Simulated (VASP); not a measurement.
Write the native input for VASP 6.6.1 that does the following.

| Quantity | Value |
| --- | --- |
| Task | single point |
| Functional | r2SCAN |
| Potentials or basis | VASP PAW PBE potentials, release 64 (Zr_sv) |
| Cutoff | 520 eV |
| k mesh | 14 × 14 × 14 |
| Occupations | fermi-dirac, width 0.1 eV |
| Spin | no spin polarisation |
| Dipole correction | no |
| Further INCAR settings | ALGO = Normal; EDIFF = 1e-06; NBANDS = 12 |

Crystal: Zr.

```
Zr
1.0
    -1.81583    1.81583    1.81583
     1.81583   -1.81583    1.81583
     1.81583    1.81583   -1.81583
Zr
1
Direct
  0.00000 0.00000 0.00000
```

This isn't the form of Zr at room conditions, which is hcp.

These files were run (other wordings do the same):

POSCAR

```
Zr
1.0
   -1.8158311178      1.8158311178      1.8158311178
    1.8158311178     -1.8158311178      1.8158311178
    1.8158311178      1.8158311178     -1.8158311178
Zr
1
Direct
    0.0000000000      0.0000000000      0.0000000000
```

INCAR.step1

```
  PREC = Accurate
  ENCUT = 520
  ISMEAR = -1
  SIGMA = 0.1
  LREAL = F
  LASPH = T
  NELM = 80
  NBANDS = 12
  GGA = PE
  ALGO = Normal
  EDIFF = 1E-4
  LWAVE = T
  LCHARG = F
```

INCAR.step2

```
  PREC = Accurate
  ENCUT = 520
  EDIFF = 1E-6
  ISMEAR = -1
  SIGMA = 0.1
  LREAL = F
  LASPH = T
  NELM = 80
  ALGO = Normal
  ISIF = 2
  LWAVE = F
  LCHARG = F
  METAGGA = R2SCAN
  LMIXTAU = T
  NBANDS = 12
  ISTART = 1
```

KPOINTS

```
Automatic mesh
0
Gamma
  14 14 14
```

Potentials or basis: VASP PAW PBE potentials, release 64 (Zr_sv).

Run with:

```bash
$ cat potpaw_PBE.64/Zr_sv/POTCAR > POTCAR
$ cp INCAR.step1 INCAR
$ mpirun -np 1 vasp_std > vasp.out
$ cp INCAR.step2 INCAR
$ mpirun -np 1 vasp_std > vasp.out
```

Results of the run:

| Property | Result |
| --- | --- |
| Pressure | -3.2 GPa |
| Band gap on the k mesh | zero (bands 6 and 7 overlap by 2.02 eV) |

Caveat: the cell stands under tension; the PAW data sets were made with another functional, which shifts forces and pressure a little.

Wall time 110 s on 1 thread of Intel Xeon 8259CL, with other jobs on the host, peak memory 0.16 GiB.
